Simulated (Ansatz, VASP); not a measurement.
Two plane-wave programs on MgSn6N

```
Mg Sn N
1.0
     3.32754    1.92116    5.21503
    -3.32754    1.92116    5.21503
     0.00000   -3.84231    5.21503
Mg Sn N
1 6 1
Direct
  0.00000 0.00000 0.00000
  0.07026 0.70930 0.49887
  0.92974 0.29070 0.50113
  0.70930 0.49887 0.07026
  0.29070 0.50113 0.92974
  0.49887 0.07026 0.70930
  0.50113 0.92974 0.29070
  0.50000 0.50000 0.50000
```

Alike in both runs: functional PBE; k mesh 3 × 3 × 3; occupations gaussian, width 0.2 eV; no spin polarisation.

Ansatz relaxed the structure, and its values are those at the end. VASP's run is a single point on that final structure, the one shown.

|  | VASP | Ansatz |
| --- | --- | --- |
| version | VASP 6.6.1 | Ansatz 0.2.0 |
| potentials or method | VASP PAW PBE potentials, release 64 (Mg, Sn_d, N), cutoff 520 eV | scalar-relativistic, plane waves, PAW |
| valence electrons in the cell | 91 | 99 |

```tsv
	VASP	Ansatz	Ansatz less VASP
gap on the k mesh at the Fermi level (eV)	none	none	-
pressure (GPa)	-0.2	-0.2	+0.05
rms of the force components (eV/Å)	0.037	0.039	+0.0018
```

A gap of «none» marks a metal or a gap that the smearing closes. VASP's potentials hold 91 valence electrons a cell and Ansatz's 99, so a difference there can come from the potentials and not from the codes.

The k mesh is coarse, so the values compare programs but aren't converged.
